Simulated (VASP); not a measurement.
# BN (F-43m) in VASP: further runs

BN is run at these levels: LDA; tasks: single point.

Everything below comes from runs of VASP 6.6.1. Logs are shortened: lines on timing, memory, paths and dates and some standing lists are left out, and cuts for length are marked.

### Step 1. The cell of the first run

It takes space group F-43m (No. 216, cubic). The conventional cell has a = 3.532 Å, b = 3.532 Å, c = 3.532 Å, α = 90.00°, β = 90.00°, γ = 90.00°. B (site symmetry -43m) has 4 N at 1.53 Å within 2.0 Å. N (site symmetry -43m) has 4 B at 1.53 Å within 2.0 Å.

### Step 2. Single point, LDA (5.51 Å³/atom)

INCAR reads:

```
SYSTEM = BN
PREC = Accurate
ENCUT = 600
EDIFF = 1E-6
ISMEAR = 0
SIGMA = 0.05
LREAL = .FALSE.
LASPH = .TRUE.
NELM = 120
ALGO = Normal
ISIF = 2
LWAVE = .FALSE.
LCHARG = .TRUE.
LELF = .TRUE.
LVHAR = .TRUE.
NBANDS = 11
GGA_COMPAT = .FALSE.
```

KPOINTS reads:

```
Automatic mesh
0
G
  12 12 12
  0 0 0
```

POSCAR reads:

```
BN
1.0
    0.0000000000      1.7658158159      1.7658158159
    1.7658158159      0.0000000000      1.7658158159
    1.7658158159      1.7658158159      0.0000000000
B N
1 1
Direct
    0.0000000000      0.0000000000      0.0000000000
    0.7500000000      0.7500000000      0.7500000000
```

Potentials or basis: VASP PAW LDA potentials, release 64 (B, N).

Command:

```sh
cat potpaw_LDA.64/B/POTCAR potpaw_LDA.64/N/POTCAR > POTCAR
mpirun -np 1 vasp_std > vasp.out
```

OUTCAR:

```text
SYSTEM = BN
   PREC = Accurate
   ENCUT = 600
   EDIFF = 1E-6
   ISMEAR = 0
   LREAL = .FALSE.
   LASPH = .TRUE.
   NELM = 120
   ISIF = 2

 ion  position               nearest neighbor table
   1  0.000  0.000  0.000-   2 1.53   2 1.53   2 1.53   2 1.53
   2  0.750  0.750  0.750-   1 1.53   1 1.53   1 1.53   1 1.53

  LATTYP: Found a face centered cubic cell.
 ALAT       =     3.5316316318

  Lattice vectors:

 A1 = (   0.0000000000,   1.7658158159,   1.7658158159)
 A2 = (   1.7658158159,   0.0000000000,   1.7658158159)
 A3 = (   1.7658158159,   1.7658158159,   0.0000000000)

Analysis of symmetry for initial positions (statically):
=====================================================================
 Subroutine PRICEL returns:
 Original cell was already a primitive cell.

 Routine SETGRP: Setting up the symmetry group for a
 face centered cubic supercell.

 Subroutine GETGRP returns: Found 24 space group operations
 (whereof 24 operations were pure point group operations)
 out of a pool of 48 trial point group operations.

The static configuration has the point symmetry T_d .

Analysis of symmetry for dynamics (positions and initial velocities):
=====================================================================
 Subroutine PRICEL returns:
 Original cell was already a primitive cell.

 Routine SETGRP: Setting up the symmetry group for a
 face centered cubic supercell.

 Subroutine GETGRP returns: Found 24 space group operations
 (whereof 24 operations were pure point group operations)
 out of a pool of 48 trial point group operations.

The dynamic configuration has the point symmetry T_d .

 Subroutine INISYM returns: Found 24 space group operations
 (whereof 24 operations are pure point group operations),
 and found     1 'primitive' translations

----------------------------------------------------------------------------------------

                                     Primitive cell

  volume of cell :      11.0120

  direct lattice vectors                    reciprocal lattice vectors
     0.000000000  1.765815816  1.765815816    -0.283155239  0.283155239  0.283155239
     1.765815816  0.000000000  1.765815816     0.283155239 -0.283155239  0.283155239
     1.765815816  1.765815816  0.000000000     0.283155239  0.283155239 -0.283155239

  length of vectors
     2.497240675  2.497240675  2.497240675     0.490439261  0.490439261  0.490439261

  position of ions in fractional coordinates (direct lattice)
     0.000000000  0.000000000  0.000000000
     0.750000000  0.750000000  0.750000000

[... 85 lines left out ...]
   TEBEG  =    0.0;   TEEND  =   0.0 temperature during run
   PSTRESS=    0.0 pullay stress
   NELECT =       8.0000    total number of electrons
   NUPDOWN=      -1.0000    fix difference up-down
   EMIN   =  10.00;   EMAX   =-10.00  energy-range for DOS
   EFERMI =   0.00;   METHOD = LEGACY
   ISMEAR =     0;   SIGMA  =   0.05  broadening in eV -4-tet -1-fermi 0-gaus
   EFERMI_NEDOS =   21; number of points for ismear=-14 and -15
   IALGO  =     38    algorithm
   IMIX   =      4    mixing-type and parameters
     AMIX     =   0.40;   BMIX     =  1.00
     AMIX_MAG =   1.60;   BMIX_MAG =  1.00
  volume/ion in A,a.u.               =       5.51        37.16
  Fermi-wavevector in a.u.,A,eV,Ry     =   1.471689  2.781089 29.468437  2.165869
  Thomas-Fermi vector in A             =   2.586795
   LORBIT       =      0    0 simple, 1 ext, 2 COOP (PROOUT), +10 PAW based schemes
   GGA     = CA    functional components
   LHFCALC =     F    Hartree Fock is set to
   AEXX    =    0.0000 exact exchange contribution
   IVDW    =     0    specifies the selected vdW correction
   LEPSILON=     F    determine dielectric tensor
   LRPA    =     F    only Hartree local field effects (RPA)
 non-spin polarized calculation
 Gauss-broadening in eV      SIGMA  =   0.05
  energy-cutoff  :      600.00
  volume of cell :       11.01
 maximum number of plane-waves:       380
   NGX =  9   NGY =  9   NGZ =  9

 number of electron       7.9999999 magnetization

 Free energy of the ion-electron system (eV)
  ---------------------------------------------------
  ext. energy  EPLUGINS =         0.00000000
  ---------------------------------------------------
  free energy    TOTEN  =       -19.38752659 eV

  energy without entropy =      -19.38752659  energy(sigma->0) =      -19.38752659

 E-fermi :   8.5870     XC(G=0): -13.4446

 val. band max:        8.2896415748   @ k =   0.0000   0.0000   0.0000
 cond. band min:      12.7132655362   @ k =   0.5000   0.5000   0.0000
 fundamental gap:      4.4236239613
 Fermi energy:         8.5869977780

 k-point     1 :       0.0000    0.0000    0.0000
  band No.  band energies     occupation
      1     -12.5946      2.00000
      2       8.2896      2.00000
      3       8.2896      2.00000
      4       8.2896      2.00000
      5      17.3035      0.00000
      6      17.3035      0.00000
      7      17.3035      0.00000
      8      19.8890      0.00000
      9      34.1235      0.00000
     10      36.9537      0.00000
     11      36.9537      0.00000
[... 309 lines left out ...]
 k-point    24 :      -0.4167    0.1667    0.0000
  band No.  band energies     occupation
      1      -7.5854      2.00000
      2      -2.3431      2.00000
      3       3.9349      2.00000
      4       5.5226      2.00000
      5      17.8141      0.00000
      6      20.9145      0.00000
      7      21.3706      0.00000
      8      24.7345      0.00000
      9      29.9276      0.00000
     10      34.3557      0.00000
     11      36.1260      0.00000

 [... further k-points ...]

------------------------ aborting loop because EDIFF is reached ----------------------------------------

  FORCE on cell =-STRESS in cart. coord.  units (eV):
  Direction    XX          YY          ZZ          XY          YZ          ZX
  --------------------------------------------------------------------------------------
  -------------------------------------------------------------------------------------
  Total        1.2921909      1.2921909      1.2921909     -0.0000000      0.0000000     -0.0000000
  in kB      188.0057188    188.0057188    188.0057188     -0.0000000      0.0000000     -0.0000000
  external PRESSURE =     188.0057188 kB  Pullay stress =       0.0000000 kB

 VOLUME and BASIS-vectors are now :
 -----------------------------------------------------------------------------
  energy-cutoff  :      600.00
  volume of cell :       11.01
      direct lattice vectors                 reciprocal lattice vectors
     0.000000000  1.765815816  1.765815816    -0.283155239  0.283155239  0.283155239
     1.765815816  0.000000000  1.765815816     0.283155239 -0.283155239  0.283155239
     1.765815816  1.765815816  0.000000000     0.283155239  0.283155239 -0.283155239

 POSITION                                       TOTAL-FORCE (eV/Angst)
 -----------------------------------------------------------------------------------
      0.00000      0.00000      0.00000        -0.000000     -0.000000     -0.000000
      2.64872      2.64872      2.64872         0.000000      0.000000      0.000000
 -----------------------------------------------------------------------------------
    total drift:                                0.000000      0.000000      0.000000

  FREE ENERGIE OF THE ION-ELECTRON SYSTEM (eV)
  ---------------------------------------------------
  free  energy   TOTEN  =       -19.3875265921 eV

  energy  without entropy=      -19.3875265921  energy(sigma->0) =      -19.38752659
```

OSZICAR:

```text
N       E                     dE             d eps       ncg     rms          rms(c)
DAV:   1     0.125486478385E+02    0.12549E+02   -0.54645E+03  1592   0.807E+02
DAV:   2    -0.201372128192E+02   -0.32686E+02   -0.31769E+02  1921   0.172E+02
DAV:   3    -0.206540619837E+02   -0.51685E+00   -0.51580E+00  1857   0.178E+01
DAV:   4    -0.206545571875E+02   -0.49520E-03   -0.49519E-03  1707   0.704E-01
DAV:   5    -0.206545575986E+02   -0.41104E-06   -0.41103E-06  1827   0.193E-02    0.688E+00
DAV:   6    -0.195569126734E+02    0.10976E+01   -0.31820E+00  1587   0.105E+01    0.329E+00
DAV:   7    -0.194211184447E+02    0.13579E+00   -0.11738E-01  1824   0.277E+00    0.184E+00
DAV:   8    -0.193876859102E+02    0.33433E-01   -0.47927E-02  1761   0.151E+00    0.207E-01
DAV:   9    -0.193875416560E+02    0.14425E-03   -0.87010E-04  1731   0.270E-01    0.859E-02
DAV:  10    -0.193875261558E+02    0.15500E-04   -0.40792E-05  1791   0.600E-02    0.148E-02
DAV:  11    -0.193875265921E+02   -0.43633E-06   -0.10620E-06  1128   0.760E-03
   1 F= -.19387527E+02 E0= -.19387527E+02  d E =-.213643E-19
```

stdout:

```text
POSCAR found type information on POSCAR B N
 POSCAR found :  2 types and       2 ions
 scaLAPACK will be used
 LDA part: xc-table for (Slater(with rela. corr.)+CA(PZ))
 , standard interpolation
 POSCAR, INCAR and KPOINTS ok, starting setup
 FFT: planning ... GRIDC
 FFT: planning ... GRID_SOFT
 FFT: planning ... GRID
 WAVECAR not read
 entering main loop
```

Wall time 7.7 s (1 thread of AMD EPYC 7R13, shared host); peak memory 0.12 GiB.

What came out:

| Quantity | Value |
| --- | --- |
| Free energy | -19.3875 eV |
| Pressure | 18.8 GPa |
| Band gap on the k mesh | 4.42 eV (least direct gap 9.01 eV) |

Levels at points of the mesh, in eV from the valence-band top:
| k point | band 1 | band 2 | band 3 | band 4 | band 5 | band 6 | band 7 | band 8 |
| --- | --- | --- | --- | --- | --- | --- | --- | --- |
| (0.00, 0.00, 0.00) | -20.88 | 0.00 | 0.00 | 0.00 | 9.01 | 9.01 | 9.01 | 11.60 |
| (0.50, 0.00, 0.00) | -16.26 | -11.37 | -2.08 | -2.08 | 10.95 | 10.95 | 11.14 | 15.73 |
| (0.50, 0.50, 0.00) | -14.79 | -9.35 | -5.28 | -5.28 | 4.42 | 9.54 | 18.79 | 18.79 |

Caveat: the cell stands under pressure.

(Continued in part 2 of 2.)
